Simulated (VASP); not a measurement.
# Te2Mo (P6_3/mmc) in VASP: a series of runs

Te2Mo is run at these levels: LDA, r2SCAN+D3(BJ); tasks: relaxation of cell and atoms, single point.

Everything below comes from runs of VASP 6.6.1. Logs are shortened: lines on timing, memory, paths and dates and some standing lists are left out, and cuts for length are marked.

### 1 The cell of the first run

The structure is hexagonal, space group P6_3/mmc (No. 194). Conventional cell: a = 3.518 Å, b = 3.518 Å, c = 13.974 Å, α = 90.00°, β = 90.00°, γ = 120.00°. Within 3.7 Å of Te (site symmetry 3m) lie 3 Mo at 2.72 Å and 7 Te at 3.52 to 3.61 Å. Within 3.6 Å of Mo (site symmetry -6m2) lie 6 Te at 2.72 Å and 6 Mo at 3.52 Å.

### 2 Relaxation of cell and atoms, LDA

Contents of INCAR:

```
SYSTEM = Te2Mo
PREC     = Accurate       ! precision mode
ENCUT    = 600            ! plane-wave cutoff, eV
EDIFF    = 1E-6           ! SCF threshold, eV
ISMEAR   = -1             ! smearing method
SIGMA    = 0.05           ! smearing width, eV
LREAL    = .False.        ! projectors in reciprocal space
LASPH    = .True.         ! aspherical terms in the spheres
NELM     = 80             ! most SCF steps
ALGO     = Normal         ! electronic algorithm
ISIF     = 3              ! what is computed and relaxed
LWAVE    = .False.        ! write WAVECAR
LCHARG   = .False.        ! write CHGCAR
GGA      = CA             ! functional
IBRION   = 2              ! ionic algorithm
NSW      = 60             ! ionic steps
EDIFFG   = -0.01          ! ionic threshold
```

Contents of KPOINTS:

```
Automatic mesh
0
Gamma
  9 9 2
  0 0 0
```

Contents of POSCAR:

```
Te2Mo
1.0
    3.5182000000      0.0000000000      0.0000000000
   -1.7591000000      3.0468505756      0.0000000000
    0.0000000000      0.0000000000     13.9736000000
Te Mo
4 2
Direct
    0.6666666667      0.3333333333      0.3790000000
    0.3333333333      0.6666666667      0.8790000000
    0.6666666667      0.3333333333      0.1210000000
    0.3333333333      0.6666666667      0.6210000000
    0.6666666667      0.3333333333      0.7500000000
    0.3333333333      0.6666666667      0.2500000000
```

Potentials or basis: VASP PAW LDA potentials, release 64 (Te, Mo_sv).

Command:

```
cat potpaw_LDA.64/Te/POTCAR potpaw_LDA.64/Mo_sv/POTCAR > POTCAR
mpirun -np 1 vasp_std > vasp.out
```

OUTCAR:

```text
SYSTEM = Te2Mo
   PREC = Accurate
   ENCUT = 600
   EDIFF = 1E-6
   ISMEAR = -1
   LREAL = .False.
   LASPH = .True.
   NELM = 80
   ISIF = 3
   GGA = CA
   IBRION = 2
   NSW = 60
   EDIFFG = -0.01

 ion  position               nearest neighbor table
   1  0.667  0.333  0.379-   6 2.72   6 2.72   6 2.72   3 3.61
   2  0.333  0.667  0.879-   5 2.72   5 2.72   5 2.72   4 3.61
   3  0.667  0.333  0.121-   6 2.72   6 2.72   6 2.72   1 3.61
   4  0.333  0.667  0.621-   5 2.72   5 2.72   5 2.72   2 3.61
   5  0.667  0.333  0.750-   2 2.72   4 2.72   2 2.72   4 2.72   2 2.72   4 2.72
   6  0.333  0.667  0.250-   1 2.72   3 2.72   1 2.72   3 2.72   1 2.72   3 2.72

  LATTYP: Found a hexagonal cell.
 ALAT       =     3.5182000000
 C/A-ratio  =     3.9718037633

  Lattice vectors:

 A1 = (   3.5182000000,   0.0000000000,   0.0000000000)
 A2 = (  -1.7591000000,   3.0468505756,   0.0000000000)
 A3 = (   0.0000000000,   0.0000000000,  13.9736000000)

Analysis of symmetry for initial positions (statically):
=====================================================================
 Subroutine PRICEL returns:
 Original cell was already a primitive cell.

 Routine SETGRP: Setting up the symmetry group for a
 hexagonal supercell.

 Subroutine GETGRP returns: Found 24 space group operations
 (whereof 12 operations were pure point group operations)
 out of a pool of 24 trial point group operations.

The static configuration has the point symmetry D_3d.
 The point group associated with its full space group is D_6h.

Analysis of symmetry for dynamics (positions and initial velocities):
=====================================================================
 Subroutine PRICEL returns:
 Original cell was already a primitive cell.

 Routine SETGRP: Setting up the symmetry group for a
 hexagonal supercell.

 Subroutine GETGRP returns: Found 24 space group operations
 (whereof 12 operations were pure point group operations)
 out of a pool of 24 trial point group operations.

The dynamic configuration has the point symmetry D_3d.
 The point group associated with its full space group is D_6h.

 Subroutine INISYM returns: Found 24 space group operations
 (whereof 12 operations are pure point group operations),
 and found     1 'primitive' translations

----------------------------------------------------------------------------------------

                                     Primitive cell

  volume of cell :     149.7890

  direct lattice vectors                    reciprocal lattice vectors
     3.518200000  0.000000000  0.000000000     0.284236257  0.164103880  0.000000000
    -1.759100000  3.046850576  0.000000000     0.000000000  0.328207759  0.000000000
     0.000000000  0.000000000 13.973600000     0.000000000  0.000000000  0.071563520

  length of vectors
     3.518200000  3.518200000 13.973600000     0.328207759  0.328207759  0.071563520

  position of ions in fractional coordinates (direct lattice)
     0.666666667  0.333333333  0.379000000
     0.333333333  0.666666667  0.879000000
     0.666666667  0.333333333  0.121000000
     0.333333333  0.666666667  0.621000000
     0.666666667  0.333333333  0.750000000
     0.333333333  0.666666667  0.250000000

  ion indices of the primitive-cell ions
   primitive index   ion index
                 1           1
                 2           2
                 3           3
                 4           4
                 5           5
                 6           6

----------------------------------------------------------------------------------------

 KPOINTS: Automatic mesh

Automatic generation of k-mesh.
 Grid dimensions read from file:
 generate k-points for:    9    9    2

 Generating k-lattice:

  Cartesian coordinates                     Fractional coordinates (reciprocal lattice)
     0.031581806  0.018233764  0.000000000     0.111111111  0.000000000  0.000000000
     0.000000000  0.036467529  0.000000000     0.000000000  0.111111111  0.000000000
     0.000000000  0.000000000  0.035781760     0.000000000  0.000000000  0.500000000

[... 45 lines left out ...]
   ISMEAR =    -1;   SIGMA  =   0.05  broadening in eV -4-tet -1-fermi 0-gaus
   EFERMI_NEDOS =   21; number of points for ismear=-14 and -15
   IALGO  =     38    algorithm
   IMIX   =      4    mixing-type and parameters
     AMIX     =   0.40;   BMIX     =  1.00
     AMIX_MAG =   1.60;   BMIX_MAG =  1.00
  volume/ion in A,a.u.               =      24.96       168.47
  Fermi-wavevector in a.u.,A,eV,Ry     =   1.150578  2.174277 18.011787  1.323829
  Thomas-Fermi vector in A             =   2.287241
   LORBIT       =      0    0 simple, 1 ext, 2 COOP (PROOUT), +10 PAW based schemes
   GGA     = CA    functional components
   LHFCALC =     F    Hartree Fock is set to
   AEXX    =    0.0000 exact exchange contribution
   IVDW    =     0    specifies the selected vdW correction
   LEPSILON=     F    determine dielectric tensor
   LRPA    =     F    only Hartree local field effects (RPA)
 conjugate gradient relaxation of ions
 non-spin polarized calculation
  energy-cutoff  :      600.00
  volume of cell :      149.79
 maximum number of plane-waves:      5038
   NGX = 15   NGY = 15   NGZ = 55

--------------------------------------- Ionic step        1  -------------------------------------------

 number of electron      52.0000001 magnetization

 Free energy of the ion-electron system (eV)
  ---------------------------------------------------
  ext. energy  EPLUGINS =         0.00000000
  ---------------------------------------------------
  free energy    TOTEN  =       -41.22427170 eV

  energy without entropy =      -41.22423555  energy(sigma->0) =      -41.22425362

------------------------ aborting loop because EDIFF is reached ----------------------------------------

  FORCE on cell =-STRESS in cart. coord.  units (eV):
  Direction    XX          YY          ZZ          XY          YZ          ZX
  --------------------------------------------------------------------------------------
  -------------------------------------------------------------------------------------
  Total       -2.6920904     -2.6920904     -2.4912188     -0.0000000      0.0000000      0.0000000
  in kB      -28.7952089    -28.7952089    -26.6466413     -0.0000000      0.0000000      0.0000000
  external PRESSURE =     -28.0790197 kB  Pullay stress =       0.0000000 kB
[... 101 lines left out ...]
  FREE ENERGIE OF THE ION-ELECTRON SYSTEM (eV)
  ---------------------------------------------------
  free  energy   TOTEN  =       -41.2574491114 eV

  energy  without entropy=      -41.2574095353  energy(sigma->0) =      -41.25742932

[... ionic steps 4 to 11 ...]

--------------------------------------- Ionic step       12  -------------------------------------------

 number of electron      51.9999999 magnetization

------------------------ aborting loop because EDIFF is reached ----------------------------------------

  FORCE on cell =-STRESS in cart. coord.  units (eV):
  Direction    XX          YY          ZZ          XY          YZ          ZX
  --------------------------------------------------------------------------------------
  -------------------------------------------------------------------------------------
  Total       -0.1244328     -0.1244328     -0.1196635     -0.0000000     -0.0000000      0.0000000
  in kB       -1.3815623     -1.3815623     -1.3286085     -0.0000000     -0.0000000      0.0000000
  external PRESSURE =      -1.3639110 kB  Pullay stress =       0.0000000 kB
[... 65 lines left out ...]
  energy  without entropy=      -41.2648420836  energy(sigma->0) =      -41.26487931

--------------------------------------- Ionic step       14  -------------------------------------------

 number of electron      51.9999999 magnetization

 Free energy of the ion-electron system (eV)
  ---------------------------------------------------
  ext. energy  EPLUGINS =         0.00000000
  ---------------------------------------------------
  free energy    TOTEN  =       -41.26521639 eV

  energy without entropy =      -41.26515167  energy(sigma->0) =      -41.26518403

 E-fermi :   8.9009     XC(G=0): -10.8503

 val. band max:        8.5534962745   @ k =   0.0000   0.0000   0.0000
 cond. band min:       9.2558578128   @ k =   0.2222   0.2222   0.0000
 fundamental gap:      0.7023615383
 Fermi energy:         8.9008571812

 k-point     1 :       0.0000    0.0000    0.0000
  band No.  band energies     occupation
      1     -51.9023      2.00000
      2     -51.9023      2.00000
      3     -26.2894      2.00000
      4     -26.2894      2.00000
      5     -26.1220      2.00000
      6     -26.1220      2.00000
[... 838 lines left out ...]
  FREE ENERGIE OF THE ION-ELECTRON SYSTEM (eV)
  ---------------------------------------------------
  free  energy   TOTEN  =       -41.2652163921 eV

  energy  without entropy=      -41.2651516716  energy(sigma->0) =      -41.26518403

 reached required accuracy - stopping structural energy minimisation
```

Run time: 30 min. Hardware: 1 thread of Intel Xeon 8259CL, shared host; peak memory 0.32 GiB.

What came out:

- Free energy: -41.2652 eV
- Relaxed volume: 24.01 Å³/atom
- Relaxed cell: a = 3.476 Å, b = 3.476 Å, c = 13.770 Å, α = 90.00°, β = 90.00°, γ = 120.00°
- Space group after relaxing (to 0.1 Å): P6_3/mmc (No. 194)
- Energy gained by relaxing: 6.8 meV/atom
- Ionic steps: 14
- Pressure after relaxing: 0.0 GPa
- Largest force after relaxing: 0.007 eV/Å
- Band gap on the k mesh: 0.70 eV (least direct gap 1.10 eV)

Forces in eV/Å, atoms in the order of the input:
```
Te   0.000  0.000  0.007
Te   0.000  0.000  0.007
Te   0.000  0.000 -0.007
Te   0.000  0.000 -0.007
Mo   0.000  0.000  0.000
Mo   0.000  0.000  0.000
```

Stress tensor (GPa, compression positive):
```
-0.04  0.00  0.00
 0.00 -0.04  0.00
 0.00  0.00  0.05
```

Step by step:
| step | energy change (eV) | largest force (eV/Å) | pressure (GPa) | volume (Å³) |
| --- | --- | --- | --- | --- |
| 1 | 0.0000 | 0.2404 | -2.81 | 149.79 |
| 2 | 0.0701 | 0.8880 | 5.25 | 140.50 |
| 3 | -0.0332 | 0.1397 | -0.14 | 146.34 |
| 4 | -0.0332 | 0.1475 | -0.09 | 146.27 |
| 5 | -0.0381 | 0.0643 | -0.03 | 145.56 |
| 6 | -0.0383 | 0.0422 | -0.02 | 145.37 |
| 7 | -0.0389 | 0.0303 | -0.06 | 145.28 |
| 8 | -0.0399 | 0.0038 | -0.22 | 145.02 |
| 9 | -0.0398 | 0.0722 | -0.52 | 144.49 |
| 10 | -0.0403 | 0.0347 | -0.35 | 144.78 |
| 11 | -0.0405 | 0.0280 | -0.31 | 144.66 |
| 12 | -0.0409 | 0.0075 | -0.14 | 144.30 |
| 13 | -0.0406 | 0.0325 | 0.21 | 143.59 |
| 14 | -0.0409 | 0.0065 | -0.01 | 144.05 |

Final structure:
```cif
data_structure
_symmetry_space_group_name_H-M 'P 1'
_symmetry_Int_Tables_number 1
_cell_length_a 3.4756
_cell_length_b 3.4756
_cell_length_c 13.7702
_cell_angle_alpha 90.000
_cell_angle_beta 90.000
_cell_angle_gamma 120.000
_cell_volume 144.05
loop_
_atom_site_label
_atom_site_type_symbol
_atom_site_fract_x
_atom_site_fract_y
_atom_site_fract_z
_atom_site_occupancy
Te1 Te 0.66667 0.33333 0.38060 1
Te2 Te 0.33333 0.66667 0.88060 1
Te3 Te 0.66667 0.33333 0.11940 1
Te4 Te 0.33333 0.66667 0.61940 1
Mo1 Mo 0.66667 0.33333 0.75000 1
Mo2 Mo 0.33333 0.66667 0.25000 1
```

Levels at points of the mesh, in eV from the valence-band top:
| k point | band 22 | band 23 | band 24 | band 25 | band 26 | band 27 | band 28 | band 29 | band 30 | band 31 |
| --- | --- | --- | --- | --- | --- | --- | --- | --- | --- | --- |
| (0.00, 0.00, 0.00) | -1.07 | -1.03 | -1.03 | -0.25 | 0.00 | 2.99 | 2.99 | 3.15 | 3.15 | 3.22 |
| (0.00, 0.00, 0.50) | -1.05 | -1.05 | -1.05 | -0.07 | -0.07 | 3.03 | 3.03 | 3.03 | 3.03 | 3.41 |

Caveat: spin-orbit coupling is left out, which moves the levels of the heavy elements; an odd mesh through Γ misses points on the zone boundary, where band edges can lie. Zero-point motion and thermal expansion aren't in these numbers.

### 3 Single point, r2SCAN+D3(BJ)

This run uses another cell than the first one, of 25.96 Å³/atom.

Edit POSCAR of step 2 so:

```diff
@@ -2,5 +2,5 @@
 1.0
-    3.5182000000      0.0000000000      0.0000000000
-   -1.7591000000      3.0468505756      0.0000000000
-    0.0000000000      0.0000000000     13.9736000000
+    3.5644974145      0.0000000000      0.0000000000
+   -1.7822487073      3.0869453127      0.0000000000
+    0.0000000000      0.0000000000     14.1574842452
 Te Mo
```

Contents of INCAR.step1:

```
SYSTEM = Te2Mo
  PREC = Accurate
  ENCUT = 520
  ISMEAR = -1
  SIGMA = 0.05
  LREAL = .FALSE.
  LASPH = .TRUE.
  NELM = 60
  NBANDS = 35
  GGA = PE
  ALGO = Normal
  EDIFF = 1E-4
  LWAVE = .TRUE.
  LCHARG = .FALSE.
```

Contents of INCAR.step2:

```
SYSTEM = Te2Mo
  PREC = Accurate
  ENCUT = 520
  EDIFF = 1E-6
  ISMEAR = -1
  SIGMA = 0.05
  LREAL = .FALSE.
  LASPH = .TRUE.
  NELM = 60
  ALGO = Normal
  ISIF = 2
  LWAVE = .FALSE.
  LCHARG = .FALSE.
  METAGGA = R2SCAN
  LMIXTAU = .TRUE.
  IVDW = 12
  VDW_S6 = 1.0
  VDW_S8 = 0.78981345
  VDW_A1 = 0.49484001
  VDW_A2 = 5.73083694
  NBANDS = 35
  ISTART = 1
```

Contents of KPOINTS:

```
regular mesh
0
G
  9 9 2
  0 0 0
```

Potentials or basis: VASP PAW PBE potentials, release 64 (Te, Mo_sv).

Command:

```
cat potpaw_PBE.64/Te/POTCAR potpaw_PBE.64/Mo_sv/POTCAR > POTCAR
cp INCAR.step1 INCAR
mpirun -np 1 vasp_std > vasp.out
cp INCAR.step2 INCAR
mpirun -np 1 vasp_std > vasp.out
```

Run time: 16 min. Hardware: 1 thread of Intel Xeon 8259CL, shared host; peak memory 0.37 GiB.

It converged, with:

* Free energy: -157.0497 eV
* Pressure: -3.1 GPa
* Largest force: 0.561 eV/Å
* Band gap on the k mesh: 0.90 eV (least direct gap 1.07 eV)
* Dispersion energy per atom: -0.242 eV

Forces on the atoms (eV/Å):
```
Te   0.000  0.000 -0.561
Te   0.000  0.000 -0.561
Te   0.000  0.000  0.561
Te   0.000  0.000  0.561
Mo   0.000  0.000  0.000
Mo   0.000  0.000  0.000
```

Stress tensor (GPa, compression positive):
```
-2.59  0.00  0.00
 0.00 -2.59  0.00
 0.00  0.00 -4.11
```

Levels at points of the mesh, in eV from the valence-band top:
```csv
k point,band 24,band 25,band 26,band 27,band 28,band 29
"(0.00, 0.00, 0.00)",-0.96,-0.44,0.00,2.88,2.88,3.00
"(0.00, 0.00, 0.50)",-1.07,-0.10,-0.10,2.91,2.91,2.91
```

Caveat: the cell stands under tension; the PAW data sets were made with another functional, which shifts forces and pressure a little; spin-orbit coupling is left out, which moves the levels of the heavy elements; an odd mesh through Γ misses points on the zone boundary, where band edges can lie.

### 4 Single point, r2SCAN+D3(BJ)

This run uses another cell than the first one, of 26.46 Å³/atom.

Edit POSCAR of step 3 so:

```diff
@@ -2,5 +2,5 @@
 1.0
-    3.5644974145      0.0000000000      0.0000000000
-   -1.7822487073      3.0869453127      0.0000000000
-    0.0000000000      0.0000000000     14.1574842452
+    3.5872018318      0.0000000000      0.0000000000
+   -1.7936009159      3.1066079149      0.0000000000
+    0.0000000000      0.0000000000     14.2476617354
 Te Mo
```

Contents of INCAR.step1:

```
PREC     = Accurate       # precision mode
ENCUT    = 520            # plane-wave cutoff, eV
ISMEAR   = -1             # smearing method
SIGMA    = 0.05           # smearing width, eV
LREAL    = False          # projectors in reciprocal space
LASPH    = True           # aspherical terms in the spheres
NELM     = 60             # most SCF steps
NBANDS   = 35             # bands
GGA      = PE             # functional
ALGO     = Normal         # electronic algorithm
EDIFF    = 1E-4           # SCF threshold, eV
LWAVE    = True           # write WAVECAR
LCHARG   = False          # write CHGCAR
```

Contents of INCAR.step2:

```
PREC     = Accurate       # precision mode
ENCUT    = 520            # plane-wave cutoff, eV
EDIFF    = 1E-6           # SCF threshold, eV
ISMEAR   = -1             # smearing method
SIGMA    = 0.05           # smearing width, eV
LREAL    = False          # projectors in reciprocal space
LASPH    = True           # aspherical terms in the spheres
NELM     = 60             # most SCF steps
ALGO     = Normal         # electronic algorithm
ISIF     = 2              # what is computed and relaxed
LWAVE    = False          # write WAVECAR
LCHARG   = False          # write CHGCAR
METAGGA  = R2SCAN         # meta-GGA
LMIXTAU  = True         
IVDW     = 12             # dispersion correction
VDW_S6   = 1.0          
VDW_S8   = 0.78981345   
VDW_A1   = 0.49484001   
VDW_A2   = 5.73083694   
NBANDS   = 35             # bands
ISTART   = 1
```

Contents of KPOINTS:

```
regular mesh
0
Gamma
  9 9 2
```

Command:

```
cat potpaw_PBE.64/Te/POTCAR potpaw_PBE.64/Mo_sv/POTCAR > POTCAR
cp INCAR.step1 INCAR
mpirun -np 1 vasp_std > vasp.out
cp INCAR.step2 INCAR
mpirun -np 1 vasp_std > vasp.out
```

Wall time 16 min (1 thread of Intel Xeon 8259CL, shared host); peak memory 0.38 GiB.

It converged, with:

```
Free energy                : -156.9767 eV
Pressure                   : -4.7 GPa
Largest force              : 0.791 eV/Å
Band gap on the k mesh     : 0.91 eV (least direct gap 1.04 eV)
Dispersion energy per atom : -0.237 eV
```

Forces on the atoms (eV/Å):
```
Te   0.000  0.000 -0.791
Te   0.000  0.000 -0.791
Te   0.000  0.000  0.791
Te   0.000  0.000  0.791
Mo   0.000  0.000  0.000
Mo   0.000  0.000  0.000
```

Stress tensor (GPa, compression positive):
```
-4.07  0.00  0.00
 0.00 -4.07  0.00
 0.00  0.00 -5.98
```

Levels at points of the mesh, in eV from the valence-band top:
| k point | band 23 | band 24 | band 25 | band 26 | band 27 | band 28 | band 29 | band 30 |
| --- | --- | --- | --- | --- | --- | --- | --- | --- |
| (0.00, 0.00, 0.00) | -1.02 | -0.90 | -0.45 | 0.00 | 2.81 | 2.81 | 2.93 | 2.93 |
| (0.00, 0.00, 0.50) | -1.04 | -1.04 | -0.10 | -0.10 | 2.84 | 2.84 | 2.84 | 2.84 |

Caveat: the cell stands under tension; the PAW data sets were made with another functional, which shifts forces and pressure a little; spin-orbit coupling is left out, which moves the levels of the heavy elements; an odd mesh through Γ misses points on the zone boundary, where band edges can lie.

### 5 The runs side by side

```csv
task,level,potentials or basis,cell,cutoff (eV),gap on the mesh (eV),pressure (GPa),largest force (eV/Å)
relaxation of cell and atoms,LDA,"VASP PAW LDA potentials, release 64 (Te, Mo_sv)","relaxed from a = 3.518, b = 3.518, c = 13.974 Å, angles 90.0, 90.0, 120.0°, 6 atoms",600,0.70,0.0,0.01
single point,r2SCAN+D3(BJ),"VASP PAW PBE potentials, release 64 (Te, Mo_sv)","a = 3.564, b = 3.564, c = 14.157 Å, angles 90.0, 90.0, 120.0°, 6 atoms",520,0.90,-3.1,0.56
single point,r2SCAN+D3(BJ),"VASP PAW PBE potentials, release 64 (Te, Mo_sv)","a = 3.587, b = 3.587, c = 14.248 Å, angles 90.0, 90.0, 120.0°, 6 atoms",520,0.91,-4.7,0.79
```

Alike in all rows: no spin polarisation; k mesh 9 × 9 × 2; smearing fermi-dirac 0.05 eV.

Caveats: spin-orbit coupling is left out, which moves the levels of the heavy elements; an odd mesh through Γ misses points on the zone boundary, where band edges can lie; the cell stands under tension (at least some runs); the PAW data sets were made with another functional, which shifts forces and pressure a little (at least some runs).

Total energies depend on the potentials used, so only differences within one code and one set of settings carry meaning.
